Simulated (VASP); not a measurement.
A run of VASP 6.6.1 is set up as follows.

The input INCAR:

```
ALGO     = Normal         # electronic algorithm
EDIFF    = 1E-7           # SCF threshold, eV
ENCUT    = 520            # plane-wave cutoff, eV
GGA      = PS             # functional
ISIF     = 2              # what is computed and relaxed
ISMEAR   = -1             # smearing method
ISPIN    = 2              # spin polarisation
LASPH    = True           # aspherical terms in the spheres
LCHARG   = False          # write CHGCAR
LDAU     = True           # DFT+U
LDAUJ    = 0 0          
LDAUL    = 2 -1           # shell
LDAUPRINT= 1            
LDAUTYPE = 2            
LDAUU    = 3 0            # U, eV
LMAXMIX  = 4              # l up to which the mixer works
LORBIT   = 11             # projections on sites
LREAL    = False          # projectors in reciprocal space
LWAVE    = False          # write WAVECAR
MAGMOM   = 1 0            # initial moments
NBANDS   = 20             # bands
NELM     = 150            # most SCF steps
PREC     = Accurate       # precision mode
SIGMA    = 0.1            # smearing width, eV
```

KPOINTS

```
k-points
0
Gamma
  8 8 8
```

Contents of POSCAR:

```
TiN
1.0
    0.0000000000      2.1205000000      2.1205000000
    2.1205000000      0.0000000000      2.1205000000
    2.1205000000      2.1205000000      0.0000000000
Ti N
1 1
Direct
    0.0000000000      0.0000000000      0.0000000000
    0.5000000000      0.5000000000      0.5000000000
```

Potentials or basis: VASP PAW PBE potentials, release 64 (Ti_sv, N).

Launch:

```console
$ cat potpaw_PBE.64/Ti_sv/POTCAR potpaw_PBE.64/N/POTCAR > POTCAR
$ mpirun -np 1 vasp_std > vasp.out
```

**Question.** What does it give for the net moment?

**Answer.** 0.00 μB per cell.

**Question.** Estimate the pressure.

**Answer.** 2.6 GPa.

Eigenvalues of the final occupation matrices:
| site | spin | trace | eigenvalues |
| --- | --- | --- | --- |
| site 1 d | 1 | 0.96 | 0.19 0.19 0.19 0.20 0.20 |
| site 1 d | 2 | 0.96 | 0.19 0.19 0.19 0.20 0.20 |

Caveat: the PAW data sets were made with another functional, which shifts forces and pressure a little. The state reached can hang on the start; a lower one may exist.
